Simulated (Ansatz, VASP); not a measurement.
One calculation of TiSnTe3, two programs

File INCAR:

```
ALGO = Normal
EDIFF = 1E-6
ENCUT = 520
GGA = PE
ISIF = 2
ISMEAR = 0
ISPIN = 2
LASPH = T
LCHARG = T
LELF = T
LMAXMIX = 4
LORBIT = 11
LREAL = F
LVHAR = T
LWAVE = F
MAGMOM = 1 0 0 0 0
NBANDS = 34
NELM = 150
PREC = Accurate
SIGMA = 0.1
```

The input KPOINTS:

```
k-points
0
Gamma
  3 3 4
```

The input POSCAR:

```
TiSnTe3
1.0
    6.1714877607      0.0000000000      0.0000000000
   -3.0857438804      5.3446651799      0.0000000000
    0.0000000000      0.0000000000      5.4509905042
Ti Sn Te
1 1 3
Direct
    0.0000000000      0.0000000000      0.0000000000
    0.0000000000      0.0000000000      0.5000000000
    0.5000000000      0.0000000000      0.0000000000
    0.0000000000      0.5000000000      0.0000000000
    0.5000000000      0.5000000000      0.0000000000
```

Input for Ansatz:

```yaml
crystal:
  lattice:
    - [6.1714877607, 0.0, 0.0]
    - [-3.0857438804, 5.3446651799, 0.0]
    - [0.0, 0.0, 5.4509905042]
  atoms:
    - { symbol: Ti, position: [0.0, 0.0, 0.0], spin: 1.0 }
    - { symbol: Sn, position: [0.0, 0.0, 0.5] }
    - { symbol: Te, position: [0.5, 0.0, 0.0] }
    - { symbol: Te, position: [0.0, 0.5, 0.0] }
    - { symbol: Te, position: [0.5, 0.5, 0.0] }
basis:
  ecutwfc: 420
kpoints:
  mp_grid: { grid: [3, 3, 4] }
hamiltonian:
  xc: pbe
scf:
  occupations: { method: gaussian, width: 0.1 }
  lower_state_search: "off"
output:
  forces: true
  stress: true
  eigenvalues: true
  populations: true
magnetization:
  spin_polarized: true
```

Alike in both runs: task single point; functional PBE; k mesh 3 × 3 × 4; occupations gaussian, width 0.1 eV; collinear spin.

```csv
,VASP,Ansatz
version,VASP 6.6.1,Ansatz 0.2.0
potentials or method,"VASP PAW PBE potentials, release 64 (Ti_sv, Sn_d, Te), cutoff 520 eV","scalar-relativistic, plane waves, PAW"
valence electrons in the cell,44,74
```

```tsv
	VASP	Ansatz	Ansatz less VASP
gap on the k mesh at the Fermi level (eV)	none	none	-
pressure (GPa)	0.3	0.4	+0.07
traceless stress, the component that is largest in VASP (GPa)	-0.45	-0.72	-0.270
net moment per atom (μB)	0.00	0.20	+0.196
size of the moment on the site where the two differ most (μB)	0.00	0.53	+0.534
```

The net moments are unlike, so the other rows may belong to different states. Site moments also hang on the region over which each program counts them. A gap of «none» marks a metal or a gap that the smearing closes. VASP's potentials hold 44 valence electrons a cell and Ansatz's 74, so a difference there can come from the potentials and not from the codes.

The k mesh is coarse, so the values compare programs but aren't converged. Spin-orbit coupling is off throughout.
